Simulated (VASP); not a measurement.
Set up this calculation in VASP 6.6.1, as the native input.

```yaml
Task: single point
Functional: PBE
Potentials_or_basis: VASP PAW PBE potentials, release 64 (Pt)
Cutoff: 520 eV
k_mesh: 12 × 12 × 12
Occupations: fermi-dirac, width 0.1 eV
Spin: no spin polarisation
Dipole_correction: no
Further_INCAR_settings: ALGO = Normal; EDIFF = 1e-06; NBANDS = 11
```

The structure of Pt lies in POSCAR:

```
Pt
1.0
    0.0000000000      1.9867042750      1.9867042750
    1.9867042750      0.0000000000      1.9867042750
    1.9867042750      1.9867042750      0.0000000000
Pt
1
Direct
    0.0000000000      0.0000000000      0.0000000000
```

The input as run:

INCAR

```
PREC = Accurate ; ENCUT = 520
EDIFF = 1E-6 ; ISMEAR = -1
SIGMA = 0.1 ; LREAL = False
LASPH = True ; NELM = 80
ALGO = Normal ; ISIF = 2
LWAVE = False ; LCHARG = True
GGA = PE ; LELF = True
LVHAR = True ; NBANDS = 11
```

KPOINTS

```
Automatic mesh
0
Gamma
  12 12 12
```

Potentials or basis: VASP PAW PBE potentials, release 64 (Pt).

Run with:

```bash
$ cat potpaw_PBE.64/Pt/POTCAR > POTCAR
$ mpirun -np 1 vasp_std > vasp.out
```

Results of the run:

| Property | Result |
| --- | --- |
| Pressure | -0.7 GPa |
| Band gap on the k mesh | zero (band 5 reaches 10.99 eV, above the bottom of band 6 at 8.91 eV) |

Caveat: spin-orbit coupling is left out, which moves the levels of the heavy elements.

Wall time 5.7 s on 1 thread of Intel(R) Xeon(R) 6975P-C (Granite Rapids), with other jobs on the host, peak memory 0.15 GiB.
